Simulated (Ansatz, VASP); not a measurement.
**Cu3B in VASP and in Ansatz**

```xyz
4
Lattice="2.5961 0.0000 0.0000 -1.2981 2.2483 0.0000 0.0000 0.0000 7.2635" Properties=species:S:1:pos:R:3 pbc="T T T"
Cu    1.2981    0.7494    3.6317
Cu    0.0000    1.4989    1.4995
Cu    0.0000    1.4989    5.7640
B     1.2981    0.7494    0.0000
```

Change from the starting cell: species swapped into the GaAg3 type (P-6m2, No. 187).

Alike in both runs: functional PBE; k mesh 18 × 18 × 6; occupations gaussian, width 0.1 eV; no spin polarisation.

Ansatz relaxed the structure, and its values are those at the end. VASP's run is a single point on that final structure, the one shown.

|  | VASP | Ansatz |
| --- | --- | --- |
| version | VASP 6.6.1 | Ansatz 0.2.0 |
| potentials or method | VASP PAW PBE potentials, release 64 (Cu, B), cutoff 520 eV | scalar-relativistic, plane waves, PAW |
| valence electrons in the cell | 36 | 60 |

```csv
,VASP,Ansatz,Ansatz less VASP
gap on the k mesh at the Fermi level (eV),none,none,-
pressure (GPa),0.5,0.0,-0.48
rms of the force components (eV/Å),0.014,0.001,-0.0130
```

A gap of «none» marks a metal or a gap that the smearing closes. VASP's potentials hold 36 valence electrons a cell and Ansatz's 60, so a difference there can come from the potentials and not from the codes.
